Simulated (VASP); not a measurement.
# Ta4O in VASP: single point with PBE

Aim: the single point of Ta4O with PBE.

Program: VASP 6.6.1. These are calculated values, not measurements. Logs are shortened: lines on timing, memory, paths and dates and some standing lists are left out, and cuts for length are marked.

## (1) The cell of the first run

The typed cell holds 5 atoms: a = 5.680 Å, b = 5.680 Å, c = 3.821 Å, α = 90.00°, β = 90.00°, γ = 120.00°.

The cell was generated, and may not be a known phase.

## (2) Single point, PBE

Input file INCAR:

```
SYSTEM = Ta4O
  ALGO = Normal
  EDIFF = 1E-6
  ENCUT = 600
  GGA = PE
  GGA_COMPAT = .False.
  ISIF = 2
  ISMEAR = 0
  LASPH = .True.
  LCHARG = .False.
  LREAL = .False.
  LWAVE = .False.
  NBANDS = 37
  NELM = 120
  PREC = Accurate
  SIGMA = 0.1
```

Input file KPOINTS:

```
k-points
0
Gamma
  6 6 4
  0 0 0
```

Input file POSCAR:

```
Ta4O
1.0
    5.6795611251      0.0000000000      0.0000000000
   -2.8397805625      4.9186442166      0.0000000000
    0.0000000000      0.0000000000      3.8206828872
Ta O
4 1
Direct
    0.5000230245      0.0000000000      0.5000000000
    0.0000000000      0.5000230245      0.5000000000
    0.4999769755      0.4999769755      0.5000000000
    0.0000000000      0.0000000000      0.5000000000
    0.0000000000      0.0000000000      0.0000000000
```

Potentials or basis: VASP PAW PBE potentials, release 64 (Ta_sv_GW, O).

Command:

```console
$ cat potpaw_PBE.64/Ta_sv_GW/POTCAR potpaw_PBE.64/O/POTCAR > POTCAR
$ mpirun -np 1 vasp_std > vasp.out
```

OUTCAR:

```text
SYSTEM = Ta4O
   EDIFF = 1E-6
   ENCUT = 600
   GGA = PE
   ISIF = 2
   ISMEAR = 0
   LASPH = .True.
   LREAL = .False.
   NELM = 120
   PREC = Accurate

 ion  position               nearest neighbor table
   1  0.500  0.000  0.500-   4 2.84   3 2.84   3 2.84   2 2.84   2 2.84   4 2.84
   2  0.000  0.500  0.500-   4 2.84   1 2.84   1 2.84   3 2.84   3 2.84   4 2.84
   3  0.500  0.500  0.500-   4 2.84   1 2.84   1 2.84   2 2.84   2 2.84   4 2.84
   4  0.000  0.000  0.500-   5 1.91   5 1.91   2 2.84   3 2.84   1 2.84   2 2.84   3 2.84   1 2.84

   5  0.000  0.000  0.000-   4 1.91   4 1.91

  LATTYP: Found a hexagonal cell.
 ALAT       =     5.6795611251
 C/A-ratio  =     0.6727074158

  Lattice vectors:

 A1 = (   5.6795611251,   0.0000000000,   0.0000000000)
 A2 = (  -2.8397805625,   4.9186442166,   0.0000000000)
 A3 = (   0.0000000000,   0.0000000000,   3.8206828872)

Analysis of symmetry for initial positions (statically):
=====================================================================
 Subroutine PRICEL returns:
 Original cell was already a primitive cell.

 Routine SETGRP: Setting up the symmetry group for a
 hexagonal supercell.

 Subroutine GETGRP returns: Found 12 space group operations
 (whereof 12 operations were pure point group operations)
 out of a pool of 24 trial point group operations.

The static configuration has the point symmetry D_3h.

Analysis of symmetry for dynamics (positions and initial velocities):
=====================================================================
 Subroutine PRICEL returns:
 Original cell was already a primitive cell.

 Routine SETGRP: Setting up the symmetry group for a
 hexagonal supercell.

 Subroutine GETGRP returns: Found 12 space group operations
 (whereof 12 operations were pure point group operations)
 out of a pool of 24 trial point group operations.

The dynamic configuration has the point symmetry D_3h.

 Subroutine INISYM returns: Found 12 space group operations
 (whereof 12 operations are pure point group operations),
 and found     1 'primitive' translations

----------------------------------------------------------------------------------------

                                     Primitive cell

  volume of cell :     106.7336

  direct lattice vectors                    reciprocal lattice vectors
     5.679561125  0.000000000  0.000000000     0.176069942  0.101654029  0.000000000
    -2.839780563  4.918644217  0.000000000     0.000000000  0.203308057  0.000000000
     0.000000000  0.000000000  3.820682887     0.000000000  0.000000000  0.261733316

  length of vectors
     5.679561125  5.679561125  3.820682887     0.203308057  0.203308057  0.261733316

  position of ions in fractional coordinates (direct lattice)
     0.500023025  0.000000000  0.500000000
     0.000000000  0.500023025  0.500000000
     0.499976975  0.499976975  0.500000000
     0.000000000  0.000000000  0.500000000
     0.000000000  0.000000000  0.000000000

  ion indices of the primitive-cell ions
   primitive index   ion index
                 1           1
                 2           2
                 3           3
                 4           4
                 5           5

----------------------------------------------------------------------------------------

 KPOINTS: k-points

Automatic generation of k-mesh.
 Grid dimensions read from file:
 generate k-points for:    6    6    4

 Generating k-lattice:

  Cartesian coordinates                     Fractional coordinates (reciprocal lattice)
     0.029344990  0.016942338  0.000000000     0.166666667 -0.000000000  0.000000000
     0.000000000  0.033884676  0.000000000     0.000000000  0.166666667  0.000000000
     0.000000000  0.000000000  0.065433329     0.000000000  0.000000000  0.250000000

  Length of vectors
     0.033884676  0.033884676  0.065433329

  Shift w.r.t. Gamma in fractional coordinates (k-lattice)
     0.000000000  0.000000000  0.000000000

 Subroutine IBZKPT returns following result:
 ===========================================

 Found     21 irreducible k-points:

 Following reciprocal coordinates:
            Coordinates               Weight
  0.000000  0.000000  0.000000      1.000000
  0.166667  0.000000  0.000000      6.000000
  0.333333  0.000000  0.000000      6.000000
  0.500000  0.000000  0.000000      3.000000
  0.166667  0.166667  0.000000      6.000000
  0.333333  0.166667  0.000000     12.000000
[... 13 lines left out ...]
  0.333333  0.166667  0.500000     12.000000
  0.333333  0.333333  0.500000      2.000000
   k-points           NKPTS =     21   k-points in BZ     NKDIM =     21   number of bands    NBANDS=     37
   number of dos      NEDOS =    301   number of ions     NIONS =      5
   total plane-waves  NPLWV =  73728
   dimension x,y,z NGX =    48 NGY =   48 NGZ =   32
   dimension x,y,z NGXF=    96 NGYF=   96 NGZF=   64
   ions per type =               4   1
   NGX,Y,Z   is equivalent  to a cutoff of  14.05, 14.05, 13.92 a.u.
   NGXF,Y,Z  is equivalent  to a cutoff of  28.10, 28.10, 27.85 a.u.
 SYSTEM =  Ta4O
   PREC   = accura    normal or accurate (medium, high low for compatibility)
   ISTART =      0    job   : 0-new  1-cont  2-samecut
   ICHARG =      2    charge: 1-file 2-atom 10-const
   ISPIN  =      1    spin polarized calculation?
   LNONCOLLINEAR =      F non collinear calculations
   LSORBIT =      F    spin-orbit coupling
   LASPH  =      T    aspherical Exc in radial PAW
   ENCUT  =  600.0 eV  44.10 Ry    6.64 a.u.  11.34 11.34  7.63*2*pi/ulx,y,z
   NELM   =    120;   NELMIN=  2; NELMDL= -5     # of ELM steps
   EDIFF  = 0.1E-05   stopping-criterion for ELM
   LREAL  =      F    real-space projection
   EDIFFG = 0.1E-04   stopping-criterion for IOM
   NSW    =      0    number of steps for IOM
   IBRION =     -1    ionic relax: 0-MD 1-quasi-New 2-CG
   NFREE  =      0    steps in history (QN), initial steepest desc. (CG)
   ISIF   =      2    stress and relaxation
   ISYM   =      2    0-nonsym 1-usesym 2-fastsym
   POTIM  = 0.5000    time-step for ionic-motion
   TEBEG  =    0.0;   TEEND  =   0.0 temperature during run
   PSTRESS=    0.0 pullay stress
   NELECT =      58.0000    total number of electrons
   NUPDOWN=      -1.0000    fix difference up-down
   EMIN   =  10.00;   EMAX   =-10.00  energy-range for DOS
   EFERMI =   0.00;   METHOD = LEGACY
   ISMEAR =     0;   SIGMA  =   0.10  broadening in eV -4-tet -1-fermi 0-gaus
   EFERMI_NEDOS =   21; number of points for ismear=-14 and -15
   IALGO  =     38    algorithm
   IMIX   =      4    mixing-type and parameters
     AMIX     =   0.40;   BMIX     =  1.00
     AMIX_MAG =   1.60;   BMIX_MAG =  1.00
  volume/ion in A,a.u.               =      21.35       144.05
  Fermi-wavevector in a.u.,A,eV,Ry     =   1.335930  2.524542 24.282447  1.784710
  Thomas-Fermi vector in A             =   2.464596
   LORBIT       =      0    0 simple, 1 ext, 2 COOP (PROOUT), +10 PAW based schemes
   GGA     = PE    functional components
   LHFCALC =     F    Hartree Fock is set to
   AEXX    =    0.0000 exact exchange contribution
   IVDW    =     0    specifies the selected vdW correction
   LEPSILON=     F    determine dielectric tensor
   LRPA    =     F    only Hartree local field effects (RPA)
 non-spin polarized calculation
 Gauss-broadening in eV      SIGMA  =   0.10
  energy-cutoff  :      600.00
  volume of cell :      106.73
 maximum number of plane-waves:      3584
 NGX is ok and might be reduce to    48
   NGX = 23   NGY = 23   NGZ = 15

 number of electron      57.9999996 magnetization

 Free energy of the ion-electron system (eV)
  ---------------------------------------------------
  ext. energy  EPLUGINS =         0.00000000
  ---------------------------------------------------
  free energy    TOTEN  =       -57.81709507 eV

  energy without entropy =      -57.77745063  energy(sigma->0) =      -57.79727285

 E-fermi :   6.7918     XC(G=0): -11.0714

 val. band max:        6.7685120781   @ k =   0.1667   0.0000   0.5000
 cond. band min:       6.8089274624   @ k =   0.3333   0.0000   0.2500
 fundamental gap:      0.0404153844
 Fermi energy:         6.7918092607

 k-point     1 :       0.0000    0.0000    0.0000
  band No.  band energies     occupation
      1     -61.2426      2.00000
      2     -61.1571      2.00000
      3     -61.1571      2.00000
      4     -60.7987      2.00000
      5     -28.1367      2.00000
      6     -28.1195      2.00000
[... 29 lines left out ...]
     36      10.1457      0.00000
     37      10.2032      0.00000

 k-point     2 :       0.1667    0.0000    0.0000
  band No.  band energies     occupation
      1     -61.2371      2.00000
      2     -61.1620      2.00000
      3     -61.1572      2.00000
      4     -60.7996      2.00000
      5     -28.0926      2.00000
      6     -28.0749      2.00000
[... 29 lines left out ...]
     36       9.6797      0.00000
     37       9.6808      0.00000

 k-point     3 :       0.3333    0.0000    0.0000
  band No.  band energies     occupation
      1     -61.2229      2.00000
      2     -61.1749      2.00000
      3     -61.1571      2.00000
      4     -60.8012      2.00000
      5     -27.9988      2.00000
      6     -27.9616      2.00000
[... 29 lines left out ...]
     36       8.7028      0.00000
     37       8.9679      0.00000

 k-point     4 :       0.5000    0.0000    0.0000
  band No.  band energies     occupation
      1     -61.2110      2.00000
      2     -61.1861      2.00000
      3     -61.1571      2.00000
      4     -60.8020      2.00000
      5     -27.9403      2.00000
      6     -27.8777      2.00000
[... 29 lines left out ...]
     36       8.5511      0.00000
     37       8.5832      0.00000
[... 563 lines left out ...]
      1     -61.2263      2.00000
      2     -61.1700      2.00000
      3     -61.1568      2.00000
      4     -60.7994      2.00000
      5     -28.0266      2.00000
      6     -27.9519      2.00000
[... 29 lines left out ...]
     36       9.8675      0.00000
     37       9.8816      0.00000

 k-point    20 :       0.3333    0.1667    0.5000
  band No.  band energies     occupation
      1     -61.2109      2.00000
      2     -61.1839      2.00000
      3     -61.1572      2.00000
      4     -60.8006      2.00000
      5     -27.9221      2.00000
      6     -27.8522      2.00000
[... 29 lines left out ...]
     36       9.6594      0.00000
     37       9.6740      0.00000

 k-point    21 :       0.3333    0.3333    0.5000
  band No.  band energies     occupation
      1     -61.1969      2.00000
      2     -61.1969      2.00000
      3     -61.1580      2.00000
      4     -60.8010      2.00000
      5     -27.8149      2.00000
      6     -27.8149      2.00000
[... 29 lines left out ...]
     36       9.4686      0.00000
     37      10.0498      0.00000

------------------------ aborting loop because EDIFF is reached ----------------------------------------

  FORCE on cell =-STRESS in cart. coord.  units (eV):
  Direction    XX          YY          ZZ          XY          YZ          ZX
  --------------------------------------------------------------------------------------
  -------------------------------------------------------------------------------------
  Total       -0.1885454     -0.1885454      0.0603243     -0.0000000      0.0000000      0.0000000
  in kB       -2.8302531     -2.8302531      0.9055271     -0.0000000      0.0000000      0.0000000
  external PRESSURE =      -1.5849931 kB  Pullay stress =       0.0000000 kB

 VOLUME and BASIS-vectors are now :
 -----------------------------------------------------------------------------
  energy-cutoff  :      600.00
  volume of cell :      106.73
      direct lattice vectors                 reciprocal lattice vectors
     5.679561125  0.000000000  0.000000000     0.176069942  0.101654029  0.000000000
    -2.839780563  4.918644217  0.000000000     0.000000000  0.203308057  0.000000000
     0.000000000  0.000000000  3.820682887     0.000000000  0.000000000  0.261733316

 POSITION                                       TOTAL-FORCE (eV/Angst)
 -----------------------------------------------------------------------------------
      2.83991      0.00000      1.91034        -0.000832     -0.000000     -0.000000
     -1.41996      2.45944      1.91034         0.000416     -0.000720      0.000000
      1.41982      2.45921      1.91034         0.000416      0.000720      0.000000
      0.00000      0.00000      1.91034         0.000000     -0.000000      0.000000
      0.00000      0.00000      0.00000         0.000000      0.000000      0.000000
 -----------------------------------------------------------------------------------
    total drift:                               -0.000000     -0.000000      0.000000

  FREE ENERGIE OF THE ION-ELECTRON SYSTEM (eV)
  ---------------------------------------------------
  free  energy   TOTEN  =       -57.8170950746 eV

  energy  without entropy=      -57.7774506295  energy(sigma->0) =      -57.79727285
```

Run time: 94 s. Hardware: 1 thread of Intel Xeon Platinum 8488C (Sapphire Rapids), shared host; peak memory 0.29 GiB.

What came out:

```yaml
Free_energy: -57.8171 eV
Pressure: -0.2 GPa
Band_gap_on_the_k_mesh: zero (bands 29 and 30 overlap by 1.13 eV)
```

Stress tensor (GPa, compression positive):
```
-0.28  0.00  0.00
 0.00 -0.28  0.00
 0.00  0.00  0.09
```

Caveat: the k points lie up to 0.41 Å⁻¹ apart, too coarse for converged energies and pressures of a metal; spin-orbit coupling is left out, which moves the levels of the heavy elements.

The gap in the log of VASP goes by the Fermi energy; the results here count the filled bands.